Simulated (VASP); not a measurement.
# CaO (I4/mmm) in VASP: further runs

The runs below take CaO through single point, with PBE.

Everything below comes from runs of VASP 6.6.1. Logs are shortened: lines on timing, memory, paths and dates and some standing lists are left out, and cuts for length are marked.

## (1) The cell of the first run

The structure is tetragonal, space group I4/mmm (No. 139). Conventional cell: a = 3.463 Å, b = 3.463 Å, c = 4.825 Å, α = 90.00°, β = 90.00°, γ = 90.00°. Ca (site symmetry 4/mmm) has 6 O at 2.41 to 2.45 Å within 3.2 Å. O (site symmetry 4/mmm) has 6 Ca at 2.41 to 2.45 Å within 3.2 Å.

## (2) Single point, PBE (strain +0.000 along x and y, -0.015 along z)

The input, INCAR:

```
SYSTEM = CaO
PREC = Accurate
ENCUT = 520
EDIFF = 1E-6
ISMEAR = 0
SIGMA = 0.05
LREAL = .False.
LASPH = .True.
NELM = 100
ALGO = Normal
ISIF = 2
LWAVE = .False.
LCHARG = .True.
GGA = PE
LELF = .True.
LVHAR = .True.
NBANDS = 15
```

The input, KPOINTS:

```
Automatic mesh
0
Gamma
  8 8 8
  0 0 0
```

The input, POSCAR:

```
CaO
1.0
    0.0000000000      2.4490000000      2.4122650000
    2.4490000000      0.0000000000      2.4122650000
    2.4490000000      2.4490000000      0.0000000000
Ca O
1 1
Direct
    0.0000000000      0.0000000000      0.0000000000
    0.5000000000      0.5000000000      0.5000000000
```

Potentials or basis: VASP PAW PBE potentials, release 64 (Ca_sv, O).

Started as:

```bash
cat potpaw_PBE.64/Ca_sv/POTCAR potpaw_PBE.64/O/POTCAR > POTCAR
mpirun -np 1 vasp_std > vasp.out
```

OUTCAR:

```text
SYSTEM = CaO
   PREC = Accurate
   ENCUT = 520
   EDIFF = 1E-6
   ISMEAR = 0
   LREAL = .False.
   LASPH = .True.
   NELM = 100
   ISIF = 2
   GGA = PE

 ion  position               nearest neighbor table
   1  0.000  0.000  0.000-   2 2.41   2 2.41   2 2.45   2 2.45   2 2.45   2 2.45
   2  0.500  0.500  0.500-   1 2.41   1 2.41   1 2.45   1 2.45   1 2.45   1 2.45

  LATTYP: Found a body centered tetragonal cell.
 ALAT       =     3.4634090143
 C/A-ratio  =     1.3930003589

  Lattice vectors:

 A1 = (   0.0000000000,  -2.4490000000,  -2.4122650000)
 A2 = (   0.0000000000,   2.4490000000,  -2.4122650000)
 A3 = (   2.4490000000,   0.0000000000,   2.4122650000)

Analysis of symmetry for initial positions (statically):
=====================================================================
 Subroutine PRICEL returns:
 Original cell was already a primitive cell.

 Routine SETGRP: Setting up the symmetry group for a
 body centered tetragonal supercell.

 Subroutine GETGRP returns: Found 16 space group operations
 (whereof 16 operations were pure point group operations)
 out of a pool of 16 trial point group operations.

The static configuration has the point symmetry D_4h.

Analysis of symmetry for dynamics (positions and initial velocities):
=====================================================================
 Subroutine PRICEL returns:
 Original cell was already a primitive cell.

 Routine SETGRP: Setting up the symmetry group for a
 body centered tetragonal supercell.

 Subroutine GETGRP returns: Found 16 space group operations
 (whereof 16 operations were pure point group operations)
 out of a pool of 16 trial point group operations.

The dynamic configuration has the point symmetry D_4h.

 Subroutine INISYM returns: Found 16 space group operations
 (whereof 16 operations are pure point group operations),
 and found     1 'primitive' translations

----------------------------------------------------------------------------------------

                                     Primitive cell

  volume of cell :      28.9356

  direct lattice vectors                    reciprocal lattice vectors
     0.000000000  2.449000000  2.412265000    -0.204164965  0.204164965  0.207274076
     2.449000000  0.000000000  2.412265000     0.204164965 -0.204164965  0.207274076
     2.449000000  2.449000000  0.000000000     0.204164965  0.204164965 -0.207274076

  length of vectors
     3.437531590  3.437531590  3.463409014     0.355428205  0.355428205  0.355428205

  position of ions in fractional coordinates (direct lattice)
     0.000000000  0.000000000  0.000000000
     0.500000000  0.500000000  0.500000000

[... 84 lines left out ...]
   POTIM  = 0.5000    time-step for ionic-motion
   TEBEG  =    0.0;   TEEND  =   0.0 temperature during run
   PSTRESS=    0.0 pullay stress
   NELECT =      16.0000    total number of electrons
   NUPDOWN=      -1.0000    fix difference up-down
   EMIN   =  10.00;   EMAX   =-10.00  energy-range for DOS
   EFERMI =   0.00;   METHOD = LEGACY
   ISMEAR =     0;   SIGMA  =   0.05  broadening in eV -4-tet -1-fermi 0-gaus
   EFERMI_NEDOS =   21; number of points for ismear=-14 and -15
   IALGO  =     38    algorithm
   IMIX   =      4    mixing-type and parameters
     AMIX     =   0.40;   BMIX     =  1.00
     AMIX_MAG =   1.60;   BMIX_MAG =  1.00
  volume/ion in A,a.u.               =      14.47        97.63
  Fermi-wavevector in a.u.,A,eV,Ry     =   1.343705  2.539234 24.565909  1.805543
  Thomas-Fermi vector in A             =   2.471758
   LORBIT       =      0    0 simple, 1 ext, 2 COOP (PROOUT), +10 PAW based schemes
   GGA     = PE    functional components
   LHFCALC =     F    Hartree Fock is set to
   AEXX    =    0.0000 exact exchange contribution
   IVDW    =     0    specifies the selected vdW correction
   LEPSILON=     F    determine dielectric tensor
   LRPA    =     F    only Hartree local field effects (RPA)
 non-spin polarized calculation
 Gauss-broadening in eV      SIGMA  =   0.05
  energy-cutoff  :      520.00
  volume of cell :       28.94
 maximum number of plane-waves:       797
 NGX is ok and might be reduce to    28
   NGX = 13   NGY = 13   NGZ = 13

 number of electron      16.0000004 magnetization

 Free energy of the ion-electron system (eV)
  ---------------------------------------------------
  ext. energy  EPLUGINS =         0.00000000
  ---------------------------------------------------
  free energy    TOTEN  =       -12.80044971 eV

  energy without entropy =      -12.80044971  energy(sigma->0) =      -12.80044971

 E-fermi :   2.3597     XC(G=0): -10.2744

 val. band max:        2.1412270893   @ k =   0.0000   0.0000   0.0000
 cond. band min:       5.7320066818   @ k =   0.5000   0.5000   0.0000
 fundamental gap:      3.5907795925
 Fermi energy:         2.3596920537

 k-point     1 :       0.0000    0.0000    0.0000
  band No.  band energies     occupation
      1     -35.6892      2.00000
      2     -16.4849      2.00000
      3     -16.4849      2.00000
      4     -16.4727      2.00000
      5     -13.3327      2.00000
      6       2.1096      2.00000
      7       2.1096      2.00000
      8       2.1412      2.00000
      9       6.4975      0.00000
     10       8.2100      0.00000
     11       8.2100      0.00000
     12       8.3058      0.00000
     13       9.6074      0.00000
     14       9.7483      0.00000
[... 401 lines left out ...]
      2     -17.1804      2.00000
      3     -16.5593      2.00000
      4     -16.5457      2.00000
      5     -12.5838      2.00000
      6       0.1523      2.00000
      7       1.2013      2.00000
      8       1.3897      2.00000
      9       7.9203      0.00000
     10       9.3775      0.00000
     11      10.0291      0.00000
     12      10.1061      0.00000
     13      11.1949      0.00000
     14      11.9282      0.00000
     15      16.8974      0.00000

 [... further k-points ...]
[... 5 lines left out ...]
  --------------------------------------------------------------------------------------
  -------------------------------------------------------------------------------------
  Total       -0.4997582     -0.4997582     -0.1384950      0.0000000      0.0000000      0.0000000
  in kB      -27.6718355    -27.6718355     -7.6685283      0.0000000      0.0000000      0.0000000
  external PRESSURE =     -21.0040664 kB  Pullay stress =       0.0000000 kB

 VOLUME and BASIS-vectors are now :
 -----------------------------------------------------------------------------
  energy-cutoff  :      520.00
  volume of cell :       28.94
      direct lattice vectors                 reciprocal lattice vectors
     0.000000000  2.449000000  2.412265000    -0.204164965  0.204164965  0.207274076
     2.449000000  0.000000000  2.412265000     0.204164965 -0.204164965  0.207274076
     2.449000000  2.449000000  0.000000000     0.204164965  0.204164965 -0.207274076

 POSITION                                       TOTAL-FORCE (eV/Angst)
 -----------------------------------------------------------------------------------
      0.00000      0.00000      0.00000        -0.000000      0.000000      0.000000
      2.44900      2.44900      2.41227         0.000000     -0.000000      0.000000
 -----------------------------------------------------------------------------------
    total drift:                                0.000000      0.000000      0.000000

  FREE ENERGIE OF THE ION-ELECTRON SYSTEM (eV)
  ---------------------------------------------------
  free  energy   TOTEN  =       -12.8004497087 eV

  energy  without entropy=      -12.8004497087  energy(sigma->0) =      -12.80044971
```

Wall time 16 s (1 thread of Intel Xeon Platinum 8488C (Sapphire Rapids), shared host); peak memory 0.17 GiB.

What came out:

* Free energy: -12.8004 eV
* Pressure: -2.1 GPa
* Band gap on the k mesh: 3.59 eV, indirect (least direct gap 4.02 eV)

Levels at points of the mesh, in eV from the valence-band top:
```
           k point  band 5  band 6  band 7  band 8  band 9  band 10  band 11  band 12
(0.00, 0.00, 0.00)  -15.47   -0.03   -0.03    0.00    4.36     6.07     6.07     6.16
(0.50, 0.00, 0.00)  -14.44   -2.56   -1.15   -1.14    6.83     8.10     8.11     8.17
(0.50, 0.50, 0.00)  -15.23   -1.28   -0.43   -0.43    3.59     7.73     8.63     9.24
(0.50, 0.00, 0.50)  -15.24   -1.36   -0.40   -0.38    3.64     7.71     8.64     9.18
```

Caveat: the cell differs from its parent crystal (strain +0.000 along x and y, -0.015 along z). A k mesh can miss the band edges.

## (3) Single point, PBE (strain -0.015 along x and y, +0.015 along z)

The input, INCAR:

```
SYSTEM = CaO
PREC = Accurate
ENCUT = 520
EDIFF = 1E-7
ISMEAR = 0
SIGMA = 0.05
LREAL = .FALSE.
LASPH = .TRUE.
NELM = 100
ALGO = Normal
ISIF = 2
LWAVE = .FALSE.
LCHARG = .FALSE.
GGA = PE
NBANDS = 15
```

The input, KPOINTS:

```
regular mesh
0
G
  8 8 8
  0 0 0
```

The input, POSCAR:

```
CaO
1.0
    0.0000000000      2.4122650000      2.4857350000
    2.4122650000      0.0000000000      2.4857350000
    2.4122650000      2.4122650000      0.0000000000
Ca O
1 1
Direct
    0.0000000000      0.0000000000      0.0000000000
    0.5000000000      0.5000000000      0.5000000000
```

Potentials or basis: VASP PAW PBE potentials, release 64 (Ca_sv, O).

Started as:

```bash
cat potpaw_PBE.64/Ca_sv/POTCAR potpaw_PBE.64/O/POTCAR > POTCAR
mpirun -np 1 vasp_std > vasp.out
```

It took 20 s on 1 thread of Intel Xeon Platinum 8488C (Sapphire Rapids), shared host; peak memory 0.16 GiB.

Results (log left out):

| Item | Value |
| --- | --- |
| Free energy | -12.7956 eV |
| Pressure | -1.9 GPa |
| Band gap on the k mesh | 3.60 eV, indirect (least direct gap 4.00 eV) |

Stress tensor (GPa, compression positive):
```
-0.69  0.00  0.00
 0.00 -0.69  0.00
 0.00  0.00 -4.35
```

Levels at points of the mesh, in eV from the valence-band top:
```tsv
k point	band 5	band 6	band 7	band 8	band 9	band 10	band 11	band 12
(0.00, 0.00, 0.00)	-15.47	-0.06	0.00	0.00	4.34	5.98	6.17	6.17
(0.50, 0.00, 0.00)	-14.43	-2.56	-1.15	-1.15	6.84	8.11	8.13	8.16
(0.50, 0.50, 0.00)	-15.24	-1.43	-0.35	-0.35	3.69	7.71	8.65	9.23
(0.50, 0.00, 0.50)	-15.24	-1.28	-0.45	-0.40	3.60	7.72	8.66	9.14
```

Caveat: the cell differs from its parent crystal (strain -0.015 along x and y, +0.015 along z). A k mesh can miss the band edges.
